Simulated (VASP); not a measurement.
# Au (Fd-3m) in VASP: notebook

The runs below take Au through single point, with LDA.

Everything below comes from runs of VASP 6.6.1. Logs are shortened: lines on timing, memory, paths and dates and some standing lists are left out, and cuts for length are marked.

## (1) The cell of the first run

Symmetry: Fd-3m, No. 227, cubic system. Conventional cell: a = 5.019 Å, b = 5.019 Å, c = 5.019 Å, α = 90.00°, β = 90.00°, γ = 90.00°. Within 2.9 Å of Au (site symmetry -43m) lie 4 Au at 2.17 Å.

This isn't the form of Au at room conditions, which is fcc.

## (2) Single point, LDA (15.81 Å³/atom)

INCAR

```
SYSTEM = Au
PREC = Accurate
ENCUT = 520
EDIFF = 1E-6
ISMEAR = -1
SIGMA = 0.1
LREAL = .False.
LASPH = .True.
NELM = 80
ALGO = Normal
ISIF = 2
LWAVE = .False.
LCHARG = .False.
NBANDS = 18
```

KPOINTS

```
Automatic mesh
0
Gamma
  12 12 12
  0 0 0
```

POSCAR

```
Au
1.0
    0.0000000000      2.5096782466      2.5096782466
    2.5096782466      0.0000000000      2.5096782466
    2.5096782466      2.5096782466      0.0000000000
Au
2
Direct
   -0.1250000000     -0.1250000000     -0.1250000000
    0.1250000000      0.1250000000      0.1250000000
```

Potentials or basis: VASP PAW LDA potentials, release 64 (Au).

Run with:

```bash
cat potpaw_LDA.64/Au/POTCAR > POTCAR
mpirun -np 1 vasp_std > vasp.out
```

OUTCAR:

```text
SYSTEM = Au
   PREC = Accurate
   ENCUT = 520
   EDIFF = 1E-6
   ISMEAR = -1
   LREAL = .False.
   LASPH = .True.
   NELM = 80
   ISIF = 2

 ion  position               nearest neighbor table
   1  0.875  0.875  0.875-   2 2.17   2 2.17   2 2.17   2 2.17
   2  0.125  0.125  0.125-   1 2.17   1 2.17   1 2.17   1 2.17

  LATTYP: Found a face centered cubic cell.
 ALAT       =     5.0193564932

  Lattice vectors:

 A1 = (   0.0000000000,   2.5096782466,   2.5096782466)
 A2 = (   2.5096782466,   0.0000000000,   2.5096782466)
 A3 = (   2.5096782466,   2.5096782466,   0.0000000000)

Analysis of symmetry for initial positions (statically):
=====================================================================
 Subroutine PRICEL returns:
 Original cell was already a primitive cell.

 Routine SETGRP: Setting up the symmetry group for a
 face centered cubic supercell.

 Subroutine GETGRP returns: Found 48 space group operations
 (whereof 12 operations were pure point group operations)
 out of a pool of 48 trial point group operations.

The static configuration has the point symmetry D_3d.
 The point group associated with its full space group is O_h .

Analysis of symmetry for dynamics (positions and initial velocities):
=====================================================================
 Subroutine PRICEL returns:
 Original cell was already a primitive cell.

 Routine SETGRP: Setting up the symmetry group for a
 face centered cubic supercell.

 Subroutine GETGRP returns: Found 48 space group operations
 (whereof 12 operations were pure point group operations)
 out of a pool of 48 trial point group operations.

The dynamic configuration has the point symmetry D_3d.
 The point group associated with its full space group is O_h .

 Subroutine INISYM returns: Found 48 space group operations
 (whereof 12 operations are pure point group operations),
 and found     1 'primitive' translations

----------------------------------------------------------------------------------------

                                     Primitive cell

  volume of cell :      31.6143

  direct lattice vectors                    reciprocal lattice vectors
     0.000000000  2.509678247  2.509678247    -0.199228726  0.199228726  0.199228726
     2.509678247  0.000000000  2.509678247     0.199228726 -0.199228726  0.199228726
     2.509678247  2.509678247  0.000000000     0.199228726  0.199228726 -0.199228726

  length of vectors
     3.549221014  3.549221014  3.549221014     0.345074276  0.345074276  0.345074276

  position of ions in fractional coordinates (direct lattice)
     0.875000000  0.875000000  0.875000000
     0.125000000  0.125000000  0.125000000

  ion indices of the primitive-cell ions
   primitive index   ion index
                 1           1
                 2           2

----------------------------------------------------------------------------------------

 KPOINTS: Automatic mesh

Automatic generation of k-mesh.
 Grid dimensions read from file:
 generate k-points for:   12   12   12

 Generating k-lattice:

  Cartesian coordinates                     Fractional coordinates (reciprocal lattice)
    -0.016602394  0.016602394  0.016602394     0.083333333  0.000000000  0.000000000
     0.016602394 -0.016602394  0.016602394     0.000000000  0.083333333  0.000000000
     0.016602394  0.016602394 -0.016602394     0.000000000  0.000000000  0.083333333

  Length of vectors
     0.028756190  0.028756190  0.028756190

  Shift w.r.t. Gamma in fractional coordinates (k-lattice)
     0.000000000  0.000000000  0.000000000

 Subroutine IBZKPT returns following result:
 ===========================================

 Found     72 irreducible k-points:

 Following reciprocal coordinates:
            Coordinates               Weight
  0.000000  0.000000  0.000000      1.000000
  0.083333  0.000000  0.000000      8.000000
  0.166667  0.000000  0.000000      8.000000
  0.250000  0.000000  0.000000      8.000000
  0.333333  0.000000  0.000000      8.000000
  0.416667  0.000000  0.000000      8.000000
[... 16 lines left out ...]
  0.500000  0.166667  0.000000     24.000000
 -0.416667  0.166667  0.000000     24.000000
 [... further k-points ...]
   k-points           NKPTS =     72   k-points in BZ     NKDIM =     72   number of bands    NBANDS=     18
   number of dos      NEDOS =    301   number of ions     NIONS =      2
   total plane-waves  NPLWV =  21952
   dimension x,y,z NGX =    28 NGY =   28 NGZ =   28
   dimension x,y,z NGXF=    56 NGYF=   56 NGZF=   56
   ions per type =               2
   NGX,Y,Z   is equivalent  to a cutoff of  13.12, 13.12, 13.12 a.u.
   NGXF,Y,Z  is equivalent  to a cutoff of  26.23, 26.23, 26.23 a.u.
 SYSTEM =  Au
   PREC   = accura    normal or accurate (medium, high low for compatibility)
   ISTART =      0    job   : 0-new  1-cont  2-samecut
   ICHARG =      2    charge: 1-file 2-atom 10-const
   ISPIN  =      1    spin polarized calculation?
   LNONCOLLINEAR =      F non collinear calculations
   LSORBIT =      F    spin-orbit coupling
   LASPH  =      T    aspherical Exc in radial PAW
   ENCUT  =  520.0 eV  38.22 Ry    6.18 a.u.   6.60  6.60  6.60*2*pi/ulx,y,z
   NELM   =     80;   NELMIN=  2; NELMDL= -5     # of ELM steps
   EDIFF  = 0.1E-05   stopping-criterion for ELM
   LREAL  =      F    real-space projection
   EDIFFG = 0.1E-04   stopping-criterion for IOM
   NSW    =      0    number of steps for IOM
   IBRION =     -1    ionic relax: 0-MD 1-quasi-New 2-CG
   NFREE  =      0    steps in history (QN), initial steepest desc. (CG)
   ISIF   =      2    stress and relaxation
   ISYM   =      2    0-nonsym 1-usesym 2-fastsym
   POTIM  = 0.5000    time-step for ionic-motion
   TEBEG  =    0.0;   TEEND  =   0.0 temperature during run
   PSTRESS=    0.0 pullay stress
   NELECT =      22.0000    total number of electrons
   NUPDOWN=      -1.0000    fix difference up-down
   EMIN   =  10.00;   EMAX   =-10.00  energy-range for DOS
   EFERMI =   0.00;   METHOD = LEGACY
   ISMEAR =    -1;   SIGMA  =   0.10  broadening in eV -4-tet -1-fermi 0-gaus
   EFERMI_NEDOS =   21; number of points for ismear=-14 and -15
   IALGO  =     38    algorithm
   IMIX   =      4    mixing-type and parameters
     AMIX     =   0.40;   BMIX     =  1.00
     AMIX_MAG =   1.60;   BMIX_MAG =  1.00
  volume/ion in A,a.u.               =      15.81       106.67
  Fermi-wavevector in a.u.,A,eV,Ry     =   1.450734  2.741489 28.635203  2.104628
  Thomas-Fermi vector in A             =   2.568312
   LORBIT       =      0    0 simple, 1 ext, 2 COOP (PROOUT), +10 PAW based schemes
   GGA     = CA    functional components
   LHFCALC =     F    Hartree Fock is set to
   AEXX    =    0.0000 exact exchange contribution
   IVDW    =     0    specifies the selected vdW correction
   LEPSILON=     F    determine dielectric tensor
   LRPA    =     F    only Hartree local field effects (RPA)
 non-spin polarized calculation
  energy-cutoff  :      520.00
  volume of cell :       31.61
 maximum number of plane-waves:       881
   NGX = 13   NGY = 13   NGZ = 13

 number of electron      22.0000003 magnetization

 Free energy of the ion-electron system (eV)
  ---------------------------------------------------
  ext. energy  EPLUGINS =         0.00000000
  ---------------------------------------------------
  free energy    TOTEN  =        -0.49766867 eV

  energy without entropy =       -0.46954942  energy(sigma->0) =       -0.48360904

 E-fermi :  11.1107     XC(G=0): -13.0249

 val. band max:       11.0972435299   @ k =   0.5000   0.0000   0.0000
 cond. band min:      11.1163817802   @ k =  -0.4167   0.3333   0.0000
 fundamental gap:      0.0191382503
 Fermi energy:        11.1107228102

 k-point     1 :       0.0000    0.0000    0.0000
  band No.  band energies     occupation
      1      -0.0023      2.00000
      2       2.3525      2.00000
      3       2.3525      2.00000
      4       2.9875      2.00000
      5       2.9875      2.00000
      6       2.9875      2.00000
[... 10 lines left out ...]
     17      26.6493      0.00000
     18      26.6493      0.00000

 k-point     2 :       0.0833    0.0000    0.0000
  band No.  band energies     occupation
      1       0.1514      2.00000
      2       2.2480      2.00000
      3       2.2480      2.00000
      4       2.9676      2.00000
      5       3.1464      2.00000
      6       3.1464      2.00000
[... 10 lines left out ...]
     17      25.2147      0.00000
     18      25.6490      0.00000

 k-point     3 :       0.1667    0.0000    0.0000
  band No.  band energies     occupation
      1       0.5852      2.00000
      2       2.1153      2.00000
      3       2.1153      2.00000
      4       2.9182      2.00000
      5       3.3991      2.00000
      6       3.3991      2.00000
[... 10 lines left out ...]
     17      25.0887      0.00000
     18      25.0887      0.00000

 k-point     4 :       0.2500    0.0000    0.0000
  band No.  band energies     occupation
      1       1.2005      2.00000
      2       2.0838      2.00000
      3       2.0838      2.00000
      4       2.8609      2.00000
      5       3.5114      2.00000
      6       3.5114      2.00000
[... 375 lines left out ...]
      4       2.7656      2.00000
      5       3.2773      2.00000
      6       4.1219      2.00000
[... 10 lines left out ...]
     17      27.4111      0.00000
     18      27.6120      0.00000

 k-point    23 :       0.5000    0.1667    0.0000
  band No.  band energies     occupation
      1       1.6468      2.00000
      2       2.3575      2.00000
      3       2.4362      2.00000
      4       2.9085      2.00000
      5       3.4958      2.00000
      6       3.8360      2.00000
[... 10 lines left out ...]
     17      27.8917      0.00000
     18      28.0138      0.00000

 k-point    24 :      -0.4167    0.1667    0.0000
  band No.  band energies     occupation
      1       1.7108      2.00000
      2       2.1575      2.00000
      3       2.5802      2.00000
      4       2.9136      2.00000
      5       3.4845      2.00000
      6       3.8201      2.00000
[... 10 lines left out ...]
     17      27.5247      0.00000
     18      28.8707      0.00000

 [... further k-points ...]

------------------------ aborting loop because EDIFF is reached ----------------------------------------

  FORCE on cell =-STRESS in cart. coord.  units (eV):
  Direction    XX          YY          ZZ          XY          YZ          ZX
  --------------------------------------------------------------------------------------
  -------------------------------------------------------------------------------------
  Total       31.9165398     31.9165398     31.9165398      0.0000000      0.0000000     -0.0000000
  in kB     1617.4924034   1617.4924034   1617.4924034      0.0000000      0.0000000     -0.0000000
  external PRESSURE =    1617.4924034 kB  Pullay stress =       0.0000000 kB

 VOLUME and BASIS-vectors are now :
 -----------------------------------------------------------------------------
  energy-cutoff  :      520.00
  volume of cell :       31.61
      direct lattice vectors                 reciprocal lattice vectors
     0.000000000  2.509678247  2.509678247    -0.199228726  0.199228726  0.199228726
     2.509678247  0.000000000  2.509678247     0.199228726 -0.199228726  0.199228726
     2.509678247  2.509678247  0.000000000     0.199228726  0.199228726 -0.199228726

 POSITION                                       TOTAL-FORCE (eV/Angst)
 -----------------------------------------------------------------------------------
      4.39194      4.39194      4.39194         0.000000     -0.000000      0.000000
      0.62742      0.62742      0.62742        -0.000000      0.000000     -0.000000
 -----------------------------------------------------------------------------------
    total drift:                                0.000000     -0.000000     -0.000000

  FREE ENERGIE OF THE ION-ELECTRON SYSTEM (eV)
  ---------------------------------------------------
  free  energy   TOTEN  =        -0.4976686698 eV

  energy  without entropy=       -0.4695494189  energy(sigma->0) =       -0.48360904
```

It took 52 s on 1 thread of Intel Xeon 8259CL, shared host; peak memory 0.16 GiB.

Results:

- Free energy: -0.4977 eV
- Pressure: 161.7 GPa
- Band gap on the k mesh: zero (bands 11 and 12 overlap by 0.77 eV)

Levels at points of the mesh, in eV from the Fermi level:
```csv
k point,band 9,band 10,band 11,band 12,band 13,band 14
"(0.00, 0.00, 0.00)",-4.30,-1.14,-1.14,11.44,11.58,12.92
"(0.50, 0.00, 0.00)",-3.41,-1.84,-1.84,-0.01,9.47,9.69
"(0.50, 0.50, 0.00)",-1.45,-1.45,0.67,0.67,3.29,3.29
```

Caveat: the cell stands under pressure; spin-orbit coupling is left out, which moves the levels of the heavy elements.

## (3) Single point, LDA (15.81 Å³/atom)

INCAR

```
PREC = Accurate ; ENCUT = 520
EDIFF = 1E-6 ; ISMEAR = -1
SIGMA = 0.1 ; LREAL = F
LASPH = T ; NELM = 80
ALGO = Normal ; ISIF = 2
LWAVE = F ; LCHARG = T
LELF = T ; LVHAR = T
NBANDS = 18
```

KPOINTS

```
regular mesh
0
Gamma
  12 12 12
```

POSCAR is that of step 2.

Potentials or basis: VASP PAW LDA potentials, release 64 (Au).

Run with:

```bash
cat potpaw_LDA.64/Au/POTCAR > POTCAR
mpirun -np 1 vasp_std > vasp.out
```

OUTCAR:

```text
PREC = Accurate
   ENCUT = 520
   EDIFF = 1E-6
   ISMEAR = -1
   LREAL = F
   LASPH = T
   NELM = 80
   ISIF = 2

 ion  position               nearest neighbor table
   1  0.875  0.875  0.875-   2 2.17   2 2.17   2 2.17   2 2.17
   2  0.125  0.125  0.125-   1 2.17   1 2.17   1 2.17   1 2.17

  LATTYP: Found a face centered cubic cell.
 ALAT       =     5.0193564932

  Lattice vectors:

 A1 = (   0.0000000000,   2.5096782466,   2.5096782466)
 A2 = (   2.5096782466,   0.0000000000,   2.5096782466)
[... 689 lines left out ...]

------------------------ aborting loop because EDIFF is reached ----------------------------------------

  FORCE on cell =-STRESS in cart. coord.  units (eV):
  Direction    XX          YY          ZZ          XY          YZ          ZX
  --------------------------------------------------------------------------------------
  -------------------------------------------------------------------------------------
  Total       31.9165398     31.9165398     31.9165398      0.0000000      0.0000000     -0.0000000
  in kB     1617.4924034   1617.4924034   1617.4924034      0.0000000      0.0000000     -0.0000000
  external PRESSURE =    1617.4924034 kB  Pullay stress =       0.0000000 kB

 VOLUME and BASIS-vectors are now :
 -----------------------------------------------------------------------------
  energy-cutoff  :      520.00
  volume of cell :       31.61
      direct lattice vectors                 reciprocal lattice vectors
     0.000000000  2.509678247  2.509678247    -0.199228726  0.199228726  0.199228726
     2.509678247  0.000000000  2.509678247     0.199228726 -0.199228726  0.199228726
     2.509678247  2.509678247  0.000000000     0.199228726  0.199228726 -0.199228726

 POSITION                                       TOTAL-FORCE (eV/Angst)
 -----------------------------------------------------------------------------------
      4.39194      4.39194      4.39194         0.000000     -0.000000      0.000000
      0.62742      0.62742      0.62742        -0.000000      0.000000     -0.000000
 -----------------------------------------------------------------------------------
    total drift:                                0.000000     -0.000000     -0.000000

  FREE ENERGIE OF THE ION-ELECTRON SYSTEM (eV)
  ---------------------------------------------------
  free  energy   TOTEN  =        -0.4976686698 eV

  energy  without entropy=       -0.4695494189  energy(sigma->0) =       -0.48360904
```

Wall time 52 s (1 thread of Intel Xeon 8259CL, shared host); peak memory 0.16 GiB.

What came out:

```yaml
Free_energy: -0.4977 eV
Pressure: 161.7 GPa
Band_gap_on_the_k_mesh: zero (bands 11 and 12 overlap by 0.77 eV)
```

Caveat: the cell stands under pressure; spin-orbit coupling is left out, which moves the levels of the heavy elements.

## (4) Single point, LDA (17.91 Å³/atom)

This run uses another cell than the first one, of 17.91 Å³/atom.

INCAR

```
PREC     = Accurate       # precision mode
ENCUT    = 520            # plane-wave cutoff, eV
EDIFF    = 1E-6           # SCF threshold, eV
ISMEAR   = -1             # smearing method
SIGMA    = 0.1            # smearing width, eV
LREAL    = F              # projectors in reciprocal space
LASPH    = T              # aspherical terms in the spheres
NELM     = 60             # most SCF steps
ALGO     = Normal         # electronic algorithm
ISIF     = 2              # what is computed and relaxed
LWAVE    = F              # write WAVECAR
LCHARG   = F              # write CHGCAR
NBANDS   = 18             # bands
```

KPOINTS is that of step 3.

POSCAR

```
Au
1.0
    0.0000000000      2.6165995784      2.6165995784
    2.6165995784      0.0000000000      2.6165995784
    2.6165995784      2.6165995784      0.0000000000
Au
2
Direct
   -0.1250000000     -0.1250000000     -0.1250000000
    0.1250000000      0.1250000000      0.1250000000
```

Run with:

```bash
cat potpaw_LDA.64/Au/POTCAR > POTCAR
mpirun -np 1 vasp_std > vasp.out
```

It took 56 s on 1 thread of Intel Xeon 8259CL, shared host; peak memory 0.16 GiB.

It converged, with:

```
Free energy            : -3.7155 eV
Pressure               : 89.3 GPa
Band gap on the k mesh : zero (bands 11 and 12 overlap by 0.73 eV)
```

Levels at points of the mesh, in eV from the Fermi level:
| k point | band 7 | band 8 | band 9 | band 10 | band 11 | band 12 | band 13 | band 14 | band 15 | band 16 |
| --- | --- | --- | --- | --- | --- | --- | --- | --- | --- | --- |
| (0.00, 0.00, 0.00) | -3.73 | -3.73 | -3.73 | -1.19 | -1.19 | 11.11 | 11.35 | 12.85 | 12.85 | 12.85 |
| (0.50, 0.00, 0.00) | -3.03 | -3.03 | -3.03 | -1.71 | -1.71 | -0.07 | 8.87 | 8.87 | 9.68 | 13.86 |
| (0.50, 0.50, 0.00) | -4.66 | -4.66 | -1.37 | -1.37 | 0.59 | 0.59 | 3.39 | 3.39 | 10.15 | 10.15 |

Caveat: the cell stands under pressure; spin-orbit coupling is left out, which moves the levels of the heavy elements.
